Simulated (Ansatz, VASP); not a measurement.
## Two plane-wave programs on Cr

File INCAR:

```
SYSTEM = Cr
PREC     = Accurate       ! precision mode
ENCUT    = 520            ! plane-wave cutoff, eV
EDIFF    = 1E-6           ! SCF threshold, eV
ISMEAR   = 0              ! smearing method
SIGMA    = 0.05           ! smearing width, eV
LREAL    = .FALSE.        ! projectors in reciprocal space
LASPH    = .TRUE.         ! aspherical terms in the spheres
NELM     = 150            ! most SCF steps
ALGO     = Normal         ! electronic algorithm
ISIF     = 2              ! what is computed and relaxed
LWAVE    = .FALSE.        ! write WAVECAR
LCHARG   = .FALSE.        ! write CHGCAR
ISPIN    = 2              ! spin polarisation
MAGMOM   = 0.05           ! initial moments
LORBIT   = 11             ! projections on sites
LMAXMIX  = 4              ! l up to which the mixer works
GGA      = CA             ! functional
NBANDS   = 16             ! bands
```

KPOINTS

```
regular mesh
0
G
  20 20 20
  0 0 0
```

File POSCAR:

```
Cr
1.0
   -1.3903047138      1.3903047138      1.3903047138
    1.3903047138     -1.3903047138      1.3903047138
    1.3903047138      1.3903047138     -1.3903047138
Cr
1
Direct
    0.0000000000      0.0000000000      0.0000000000
```

Input for Ansatz:

```yaml
crystal:
  lattice:
    - [-1.3903047138, 1.3903047138, 1.3903047138]
    - [1.3903047138, -1.3903047138, 1.3903047138]
    - [1.3903047138, 1.3903047138, -1.3903047138]
  atoms:
    - { symbol: Cr, position: [0.0, 0.0, 0.0], spin: 0.05 }
basis:
  ecutwfc: 420
  ecutrho_ratio: 4
kpoints:
  mp_grid: { grid: [20, 20, 20] }
hamiltonian:
  xc: lda
scf:
  occupations: { method: gaussian, width: 0.05 }
output:
  forces: true
  stress: true
  eigenvalues: true
  populations: true
magnetization:
  spin_polarized: true
```

Alike in both runs: task single point; functional LDA; k mesh 20 × 20 × 20; occupations gaussian, width 0.05 eV; collinear spin.

|  | VASP | Ansatz |
| --- | --- | --- |
| version | VASP 6.6.1 | Ansatz 0.2.0 |
| potentials or method | VASP PAW LDA potentials, release 64 (Cr_pv), cutoff 520 eV | scalar-relativistic, plane waves, PAW |
| valence electrons in the cell | 12 | 14 |

|  | VASP | Ansatz | Ansatz less VASP |
| --- | --- | --- | --- |
| pressure (GPa) | 2.6 | 2.6 | -0.08 |
| net moment per atom (μB) | 0.00 | 0.00 | 0.000 |

LDA's correlation is that of Perdew and Zunger in VASP and of Perdew and Wang (1992) in Ansatz. VASP's potentials hold 12 valence electrons a cell and Ansatz's 14, so a difference there can come from the potentials and not from the codes. Ansatz's warnings: seeded moment not kept.
